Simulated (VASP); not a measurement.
# CaO in VASP: further runs

Runs on CaO. Level: PBE. Tasks: single point.

Program: VASP 6.6.1. These are calculated values, not measurements. Logs are shortened: lines on timing, memory, paths and dates and some standing lists are left out, and cuts for length are marked.

### 1 The cell of the first run

The typed cell holds 4 atoms: a = 3.415 Å, b = 3.415 Å, c = 5.914 Å, α = 106.76°, β = 106.76°, γ = 60.01°.

The cell was generated, and may not be a known phase.

### 2 Single point, PBE

INCAR

```
SYSTEM = CaO
PREC     = Accurate       ! precision mode
ENCUT    = 520            ! plane-wave cutoff, eV
EDIFF    = 1E-6           ! SCF threshold, eV
ISMEAR   = 0              ! smearing method
SIGMA    = 0.1            ! smearing width, eV
LREAL    = .FALSE.        ! projectors in reciprocal space
LASPH    = .TRUE.         ! aspherical terms in the spheres
NELM     = 80             ! most SCF steps
ALGO     = Normal         ! electronic algorithm
ISIF     = 2              ! what is computed and relaxed
LWAVE    = .FALSE.        ! write WAVECAR
LCHARG   = .FALSE.        ! write CHGCAR
GGA      = PE             ! functional
NBANDS   = 24             ! bands
```

KPOINTS

```
regular mesh
0
G
  6 6 4
  0 0 0
```

POSCAR

```
CaO
1.0
    2.9565771264     -1.7076137847      0.0576582717
    2.9565771264      1.7076137847      0.0576582717
   -2.0780721362      0.0000000000      5.5374110671
Ca O
2 2
Direct
    0.3750096065      0.8749805712      0.6250046537
    0.8749805712      0.3750096065      0.1250046537
    0.1249920220      0.6250178003      0.8749953463
    0.6250178003      0.1249920220      0.3749953463
```

Potentials or basis: VASP PAW PBE potentials, release 64 (Ca_sv, O).

Launch:

```console
> cat potpaw_PBE.64/Ca_sv/POTCAR potpaw_PBE.64/O/POTCAR > POTCAR
> mpirun -np 1 vasp_std > vasp.out
```

OUTCAR:

```text
SYSTEM = CaO
   PREC = Accurate
   ENCUT = 520
   EDIFF = 1E-6
   ISMEAR = 0
   LREAL = .FALSE.
   LASPH = .TRUE.
   NELM = 80
   ISIF = 2
   GGA = PE

 ion  position               nearest neighbor table
   1  0.375  0.875  0.625-   3 2.41   4 2.41   3 2.41   4 2.42   4 2.42   3 2.42
   2  0.875  0.375  0.125-   4 2.41   3 2.41   4 2.41   3 2.42   3 2.42   4 2.42
   3  0.125  0.625  0.875-   1 2.41   2 2.41   1 2.41   2 2.42   2 2.42   1 2.42
   4  0.625  0.125  0.375-   2 2.41   1 2.41   2 2.41   1 2.42   1 2.42   2 2.42

  LATTYP: Found a base centered monoclinic cell.
 ALAT       =     5.9142785801
 B/A-ratio  =     0.5774546334
 C/A-ratio  =     1.0000373650
 COS(beta)  =    -0.3330304922

  Lattice vectors:

 A1 = (   2.9565771264,  -1.7076137847,   0.0576582717)
 A2 = (   2.9565771264,   1.7076137847,   0.0576582717)
 A3 = (  -2.0780721362,   0.0000000000,   5.5374110671)

Analysis of symmetry for initial positions (statically):
=====================================================================
 Subroutine PRICEL returns:
 Original cell was already a primitive cell.

 Routine SETGRP: Setting up the symmetry group for a
 base centered monoclinic supercell.

 Subroutine GETGRP returns: Found  2 space group operations
 (whereof  1 operations were pure point group operations)
 out of a pool of  4 trial point group operations.

The static configuration has the point symmetry C_1 .
 The point group associated with its full space group is C_1h.

Analysis of symmetry for dynamics (positions and initial velocities):
=====================================================================
 Subroutine PRICEL returns:
 Original cell was already a primitive cell.

 Routine SETGRP: Setting up the symmetry group for a
 base centered monoclinic supercell.

 Subroutine GETGRP returns: Found  2 space group operations
 (whereof  1 operations were pure point group operations)
 out of a pool of  4 trial point group operations.

The dynamic configuration has the point symmetry C_1 .
 The point group associated with its full space group is C_1h.

 Subroutine INISYM returns: Found  2 space group operations
 (whereof  1 operations are pure point group operations),
 and found     1 'primitive' translations

----------------------------------------------------------------------------------------

[... 94 lines left out ...]
   ENCUT  =  520.0 eV  38.22 Ry    6.18 a.u.   6.35  6.35 11.00*2*pi/ulx,y,z
   NELM   =     80;   NELMIN=  2; NELMDL= -5     # of ELM steps
   EDIFF  = 0.1E-05   stopping-criterion for ELM
   LREAL  =      F    real-space projection
   EDIFFG = 0.1E-04   stopping-criterion for IOM
   NSW    =      0    number of steps for IOM
   IBRION =     -1    ionic relax: 0-MD 1-quasi-New 2-CG
   NFREE  =      0    steps in history (QN), initial steepest desc. (CG)
   ISIF   =      2    stress and relaxation
   ISYM   =      2    0-nonsym 1-usesym 2-fastsym
   POTIM  = 0.5000    time-step for ionic-motion
   TEBEG  =    0.0;   TEEND  =   0.0 temperature during run
   PSTRESS=    0.0 pullay stress
   NELECT =      32.0000    total number of electrons
   NUPDOWN=      -1.0000    fix difference up-down
   EMIN   =  10.00;   EMAX   =-10.00  energy-range for DOS
   EFERMI =   0.00;   METHOD = LEGACY
   ISMEAR =     0;   SIGMA  =   0.10  broadening in eV -4-tet -1-fermi 0-gaus
   EFERMI_NEDOS =   21; number of points for ismear=-14 and -15
   IALGO  =     38    algorithm
   IMIX   =      4    mixing-type and parameters
     AMIX     =   0.40;   BMIX     =  1.00
     AMIX_MAG =   1.60;   BMIX_MAG =  1.00
  volume/ion in A,a.u.               =      14.08        95.02
  Fermi-wavevector in a.u.,A,eV,Ry     =   1.355909  2.562297 25.014179  1.838490
  Thomas-Fermi vector in A             =   2.482957
   LORBIT       =      0    0 simple, 1 ext, 2 COOP (PROOUT), +10 PAW based schemes
   GGA     = PE    functional components
   LHFCALC =     F    Hartree Fock is set to
   AEXX    =    0.0000 exact exchange contribution
   IVDW    =     0    specifies the selected vdW correction
   LEPSILON=     F    determine dielectric tensor
   LRPA    =     F    only Hartree local field effects (RPA)
 non-spin polarized calculation
 Gauss-broadening in eV      SIGMA  =   0.10
  energy-cutoff  :      520.00
  volume of cell :       56.32
 maximum number of plane-waves:      1530
 NGX is ok and might be reduce to    28

 number of electron      32.0000003 magnetization

 Free energy of the ion-electron system (eV)
  ---------------------------------------------------
  ext. energy  EPLUGINS =         0.00000000
  ---------------------------------------------------
  free energy    TOTEN  =       -25.61033521 eV

  energy without entropy =      -25.61033521  energy(sigma->0) =      -25.61033521

 E-fermi :   2.6852     XC(G=0): -10.4056

 val. band max:        2.2688219172   @ k =   0.0000   0.0000   0.0000
 cond. band min:       5.9073445356   @ k =   0.5000   0.5000   0.0000
 fundamental gap:      3.6385226183
 Fermi energy:         2.6851918215

 k-point     1 :       0.0000    0.0000    0.0000
  band No.  band energies     occupation
      1     -35.4270      2.00000
      2     -35.3305      2.00000
      3     -17.2535      2.00000
      4     -16.2532      2.00000
      5     -16.2527      2.00000
      6     -16.2012      2.00000
[... 637 lines left out ...]
     23      10.6665      0.00000
     24      10.9517      0.00000

 [... further k-points ...]

------------------------ aborting loop because EDIFF is reached ----------------------------------------

  FORCE on cell =-STRESS in cart. coord.  units (eV):
  Direction    XX          YY          ZZ          XY          YZ          ZX
  --------------------------------------------------------------------------------------
  -------------------------------------------------------------------------------------
  Total        0.2351634      0.2251525      0.2255948      0.0000000      0.0000000     -0.0079930
  in kB        6.6895648      6.4047889      6.4173723      0.0000000      0.0000000     -0.2273717
  external PRESSURE =       6.5039087 kB  Pullay stress =       0.0000000 kB

 VOLUME and BASIS-vectors are now :
 -----------------------------------------------------------------------------
  energy-cutoff  :      520.00
  volume of cell :       56.32
      direct lattice vectors                 reciprocal lattice vectors
     2.956577126 -1.707613785  0.057658272     0.167885795 -0.292806257  0.063003954
     2.956577126  1.707613785  0.057658272     0.167885795  0.292806257  0.063003954
    -2.078072136  0.000000000  5.537411067    -0.003496220  0.000000000  0.179277751

 POSITION                                       TOTAL-FORCE (eV/Angst)
 -----------------------------------------------------------------------------------
      2.39689      0.85376      3.53298         0.000225      0.000216     -0.000148
      3.43592     -0.85376      0.76427         0.000225     -0.000216     -0.000148
      0.39916      0.85385      4.88845        -0.000225     -0.000226      0.000148
      1.43819     -0.85385      2.11975        -0.000225      0.000226      0.000148
 -----------------------------------------------------------------------------------
    total drift:                               -0.000002     -0.000000     -0.000001

  FREE ENERGIE OF THE ION-ELECTRON SYSTEM (eV)
  ---------------------------------------------------
  free  energy   TOTEN  =       -25.6103352090 eV

  energy  without entropy=      -25.6103352090  energy(sigma->0) =      -25.61033521
```

OSZICAR:

```text
N       E                     dE             d eps       ncg     rms          rms(c)
DAV:   1     0.316886180483E+03    0.31689E+03   -0.16425E+04  2256   0.136E+03
DAV:   2    -0.441198762287E+01   -0.32130E+03   -0.30428E+03  2632   0.398E+02
DAV:   3    -0.282369142544E+02   -0.23825E+02   -0.23653E+02  3752   0.104E+02
DAV:   4    -0.290203348003E+02   -0.78342E+00   -0.78281E+00  2920   0.162E+01
DAV:   5    -0.290317627042E+02   -0.11428E-01   -0.11428E-01  3344   0.170E+00    0.121E+01
DAV:   6    -0.256294076139E+02    0.34024E+01   -0.17049E+01  3200   0.274E+01    0.495E+00
DAV:   7    -0.256138946939E+02    0.15513E-01   -0.18916E+00  3088   0.898E+00    0.263E+00
DAV:   8    -0.256215167522E+02   -0.76221E-02   -0.27211E-01  2424   0.371E+00    0.866E-01
DAV:   9    -0.256087431348E+02    0.12774E-01   -0.89569E-02  3712   0.174E+00    0.178E-01
DAV:  10    -0.256104514913E+02   -0.17084E-02   -0.81662E-03  2696   0.618E-01    0.877E-02
DAV:  11    -0.256103890843E+02    0.62407E-04   -0.22309E-03  2968   0.274E-01    0.582E-02
DAV:  12    -0.256103342203E+02    0.54864E-04   -0.34635E-04  2688   0.123E-01    0.406E-03
DAV:  13    -0.256103352066E+02   -0.98633E-06   -0.14030E-05  2928   0.269E-02    0.257E-03
DAV:  14    -0.256103352090E+02   -0.23674E-08   -0.30117E-07  1760   0.375E-03
   1 F= -.25610335E+02 E0= -.25610335E+02  d E =-.334119E-10
```

stdout:

```text
POSCAR found type information on POSCAR CaO
 POSCAR found :  2 types and       4 ions
 scaLAPACK will be used
 LDA part: xc-table for (Slater+PW92), standard interpolation
 POSCAR, INCAR and KPOINTS ok, starting setup
 FFT: planning ... GRIDC
 FFT: planning ... GRID_SOFT
 FFT: planning ... GRID
 WAVECAR not read
 entering main loop
```

It took 88 s on 1 thread of Oxide Virtual Turin-like, shared host; peak memory 0.18 GiB.

What came out:

```yaml
Free_energy: -25.6103 eV
Pressure: 0.7 GPa
Band_gap_on_the_k_mesh: 3.64 eV
```

### 3 Single point, PBE

This run uses another cell than the first one: it holds 8 atoms, not 4.

INCAR

```
SYSTEM = CaO
PREC     = Accurate       ! precision mode
ENCUT    = 520            ! plane-wave cutoff, eV
EDIFF    = 1E-7           ! SCF threshold, eV
ISMEAR   = 0              ! smearing method
SIGMA    = 0.1            ! smearing width, eV
LREAL    = .FALSE.        ! projectors in reciprocal space
LASPH    = .TRUE.         ! aspherical terms in the spheres
NELM     = 100            ! most SCF steps
ALGO     = Normal         ! electronic algorithm
ISIF     = 2              ! what is computed and relaxed
LWAVE    = .FALSE.        ! write WAVECAR
LCHARG   = .FALSE.        ! write CHGCAR
GGA      = PE             ! functional
NBANDS   = 42             ! bands
```

KPOINTS

```
Automatic mesh
0
G
  4 4 4
  0 0 0
```

POSCAR

```
CaO
1.0
   -2.4155243932      0.0000000000     -2.4155243932
   -2.4155243932     -4.8310487864      2.4155243932
   -2.4155243932      4.8310487864      2.4155243932
Ca O
4 4
Direct
    0.5000000000      0.5000000000      0.0000000000
    1.0000000000      0.0000000000      0.0000000000
    0.0000000000      0.5000000000      0.5000000000
    0.5000000000      0.0000000000      0.5000000000
    0.0000000000      0.7500000000      0.2500000000
    0.5000000000      0.2500000000      0.2500000000
    0.5000000000      0.7500000000      0.7500000000
    0.0000000000      0.2500000000      0.7500000000
```

Potentials or basis: VASP PAW PBE potentials, release 64 (Ca_sv, O).

Launch:

```console
> cat potpaw_PBE.64/Ca_sv/POTCAR potpaw_PBE.64/O/POTCAR > POTCAR
> mpirun -np 1 vasp_std > vasp.out
```

It took 2.7 min on 1 thread of Oxide Virtual Turin-like, shared host; peak memory 0.24 GiB.

Results (log left out):

| Item | Value |
| --- | --- |
| Free energy | -51.2189 eV |
| Pressure | 0.5 GPa |
| Band gap on the k mesh | 3.64 eV |

Levels at points of the mesh, in eV from the valence-band top:
```
           k point  band 29  band 30  band 31  band 32  band 33  band 34  band 35  band 36
(0.00, 0.00, 0.00)    -0.38     0.00     0.00     0.00     3.64     4.59     6.19     6.19
(0.50, 0.00, 0.00)    -1.06    -1.06    -0.84    -0.84     6.27     6.27     6.27     6.27
(0.00, 0.50, 0.00)    -0.64    -0.64    -0.64    -0.64     5.32     5.32     6.21     6.21
(0.50, 0.50, 0.00)    -0.79    -0.79    -0.79    -0.79     5.31     5.31     5.31     5.31
(0.00, 0.50, 0.50)    -0.30    -0.30    -0.30    -0.30     4.69     4.69     6.44     6.44
(0.50, 0.50, 0.50)    -0.38    -0.38    -0.38    -0.38     3.64     3.64     6.98     6.98
```

Caveat: the k points lie up to 0.46 Å⁻¹ apart. A k mesh can miss the band edges.

### 4 Single point, PBE

This run uses another cell than the first one: it holds 8 atoms, not 4.

INCAR

```
SYSTEM = CaO
ALGO = Normal ; EDIFF = 1E-6
ENCUT = 520 ; GGA = PE
ISIF = 2 ; ISMEAR = 0
LASPH = .True. ; LCHARG = .False.
LREAL = .False. ; LWAVE = .False.
NBANDS = 42 ; NELM = 100
PREC = Accurate ; SIGMA = 0.1
```

KPOINTS

```
k-points
0
Gamma
  4 4 4
  0 0 0
```

POSCAR

```
CaO
1.0
   -2.4133748526     -0.0024831214     -2.4159155254
   -2.4172460514     -4.8334330888      2.4148001509
   -2.4113343248      4.8325259131      2.4189034752
Ca O
4 4
Direct
    0.4999818236      0.5000035063     -0.0000037044
    0.9999789104      0.0000067826      0.0000131226
    0.0000060887      0.5000177557      0.4999932179
    0.4999959857      0.0000143713      0.5000101939
    0.0000130983      0.7499820761      0.2499966556
    0.5000078185      0.2499917931      0.2499965806
    0.5000036621      0.7499949405      0.7499961390
    0.0000126127      0.2499887745      0.7499977947
```

Potentials or basis: VASP PAW PBE potentials, release 64 (Ca_sv, O).

Launch:

```console
> cat potpaw_PBE.64/Ca_sv/POTCAR potpaw_PBE.64/O/POTCAR > POTCAR
> mpirun -np 1 vasp_std > vasp.out
```

OUTCAR:

```text
SYSTEM = CaO
   EDIFF = 1E-6
   ENCUT = 520
   GGA = PE
   ISIF = 2
   ISMEAR = 0
   LASPH = .True.
   LREAL = .False.
   NELM = 100
   PREC = Accurate

 ion  position               nearest neighbor table
   1  0.500  0.500  1.000-   8 2.41   5 2.41   5 2.42   7 2.42   8 2.42   6 2.42
   2  1.000  0.000  0.000-   6 2.41   7 2.41   6 2.42   8 2.42   7 2.42   5 2.42
   3  0.000  0.500  0.500-   7 2.41   6 2.41   5 2.42   7 2.42   6 2.42   8 2.42
   4  0.500  0.000  0.500-   8 2.41   5 2.41   8 2.42   6 2.42   7 2.42   5 2.42
   5  0.000  0.750  0.250-   1 2.41   4 2.41   1 2.42   3 2.42   2 2.42   4 2.42
   6  0.500  0.250  0.250-   2 2.41   3 2.41   2 2.42   3 2.42   4 2.42   1 2.42
   7  0.500  0.750  0.750-   3 2.41   2 2.41   3 2.42   1 2.42   2 2.42   4 2.42
[... 1300 lines left out ...]
  external PRESSURE =       5.3267774 kB  Pullay stress =       0.0000000 kB

 VOLUME and BASIS-vectors are now :
 -----------------------------------------------------------------------------
  energy-cutoff  :      520.00
  volume of cell :      112.76
      direct lattice vectors                 reciprocal lattice vectors
    -2.413374853 -0.002483121 -2.415915525    -0.207179743  0.000214569 -0.206960113
    -2.417246051 -4.833433089  2.414800151    -0.103486746 -0.103436487  0.103484229
    -2.411334325  4.832525913  2.418903475    -0.103612629  0.103475326  0.103397312

 POSITION                                       TOTAL-FORCE (eV/Angst)
 -----------------------------------------------------------------------------------
     -4.82660      2.41453      2.41839        -0.000121      0.000106     -0.000358
     -2.41337     -0.00245     -2.41582         0.000093     -0.000127     -0.000555
     -2.41433     -0.00057      2.41686         0.000141      0.000661     -0.000037
     -2.41240      2.41500      0.00156         0.000137      0.000180     -0.000324
     -2.41575     -2.41687      2.41574        -0.000126     -0.000455      0.000473
     -2.41382     -0.00145      0.00042        -0.000045     -0.000065      0.000266
     -4.82811     -0.00192      2.41729        -0.000100     -0.000024      0.000214
     -2.41281      2.41608      2.41781         0.000020     -0.000277      0.000321
 -----------------------------------------------------------------------------------
    total drift:                               -0.000013     -0.000015      0.000001

  FREE ENERGIE OF THE ION-ELECTRON SYSTEM (eV)
  ---------------------------------------------------
  free  energy   TOTEN  =       -51.2189164247 eV

  energy  without entropy=      -51.2189164247  energy(sigma->0) =      -51.21891642
```

OSZICAR:

```text
N       E                     dE             d eps       ncg     rms          rms(c)
DAV:   1     0.720275201864E+03    0.72028E+03   -0.32988E+04  3024   0.156E+03
DAV:   2     0.208147540562E+00   -0.72007E+03   -0.69523E+03  3650   0.460E+02
DAV:   3    -0.558791521560E+02   -0.56087E+02   -0.55751E+02  4344   0.124E+02
DAV:   4    -0.579685529704E+02   -0.20894E+01   -0.20825E+01  4648   0.228E+01
DAV:   5    -0.580627637982E+02   -0.94211E-01   -0.94178E-01  4534   0.366E+00    0.171E+01
DAV:   6    -0.511780056677E+02    0.68848E+01   -0.39856E+01  3702   0.314E+01    0.706E+00
DAV:   7    -0.512209676615E+02   -0.42962E-01   -0.45890E+00  3822   0.103E+01    0.370E+00
DAV:   8    -0.512412695382E+02   -0.20302E-01   -0.60757E-01  3736   0.418E+00    0.124E+00
DAV:   9    -0.512160759480E+02    0.25194E-01   -0.25788E-01  4318   0.221E+00    0.321E-01
DAV:  10    -0.512188569576E+02   -0.27810E-02   -0.25324E-02  4062   0.737E-01    0.118E-01
DAV:  11    -0.512190689892E+02   -0.21203E-03   -0.61186E-03  4236   0.319E-01    0.986E-02
DAV:  12    -0.512189135528E+02    0.15544E-03   -0.12602E-03  3712   0.173E-01    0.761E-03
DAV:  13    -0.512189184975E+02   -0.49447E-05   -0.68354E-05  4128   0.451E-02    0.996E-03
DAV:  14    -0.512189165876E+02    0.19099E-05   -0.84519E-06  3616   0.136E-02    0.260E-03
DAV:  15    -0.512189164247E+02    0.16290E-06   -0.91743E-07  2488   0.519E-03
   1 F= -.51218916E+02 E0= -.51218916E+02  d E =-.264164E-14
```

Run time: 3.5 min. Hardware: 1 thread of Oxide Virtual Turin-like, shared host; peak memory 0.28 GiB.

Results:

```yaml
Free_energy: -51.2189 eV
Pressure: 0.5 GPa
Band_gap_on_the_k_mesh: 3.63 eV
```

Stress tensor (GPa, compression positive):
```
 0.65 -0.09  0.05
-0.09  0.47 -0.06
 0.05 -0.06  0.49
```

Levels at points of the mesh, in eV from the valence-band top:
```csv
k point,band 30,band 31,band 32,band 33,band 34,band 35
"(0.00, 0.00, 0.00)",-0.01,0.00,0.00,3.64,4.59,6.18
"(0.50, 0.00, 0.00)",-1.06,-0.84,-0.84,6.26,6.26,6.26
"(0.00, 0.50, 0.00)",-0.65,-0.64,-0.64,5.31,5.31,6.20
"(0.50, 0.50, 0.00)",-0.79,-0.79,-0.79,5.31,5.31,5.31
"(0.00, 0.00, 0.50)",-0.65,-0.64,-0.64,5.31,5.31,6.20
"(0.50, 0.00, 0.50)",-0.79,-0.79,-0.79,5.31,5.31,5.31
"(0.00, 0.50, 0.50)",-0.30,-0.30,-0.30,4.69,4.69,6.44
"(0.50, 0.50, 0.50)",-0.38,-0.38,-0.38,3.63,3.64,6.97
```

Caveat: the k points lie up to 0.46 Å⁻¹ apart. A k mesh can miss the band edges.

### 5 Summary

| cell | k mesh | gap on the mesh (eV) | pressure (GPa) |
| --- | --- | --- | --- |
| a = 3.415, b = 3.415, c = 5.914 Å, angles 106.8, 106.8, 60.0°, 4 atoms, atomic positions A | 6 × 6 × 4 | 3.64 | 0.7 |
| a = 3.416, b = 5.917, c = 5.917 Å, angles 109.5, 90.0, 90.0°, 8 atoms, atomic positions B | 4 × 4 × 4 | 3.64 | 0.5 |
| a = 3.415, b = 5.919, c = 5.918 Å, angles 109.5, 90.1, 90.0°, 8 atoms, atomic positions B | 4 × 4 × 4 | 3.63 | 0.5 |

Alike in all rows: task single point; level PBE; potentials or basis VASP PAW PBE potentials, release 64 (Ca_sv, O); no spin polarisation; cutoff (eV) 520; smearing gaussian 0.1 eV.

Caveats: some runs use coarse meshes.

Absolute energies hang on the potentials; compare differences alone.
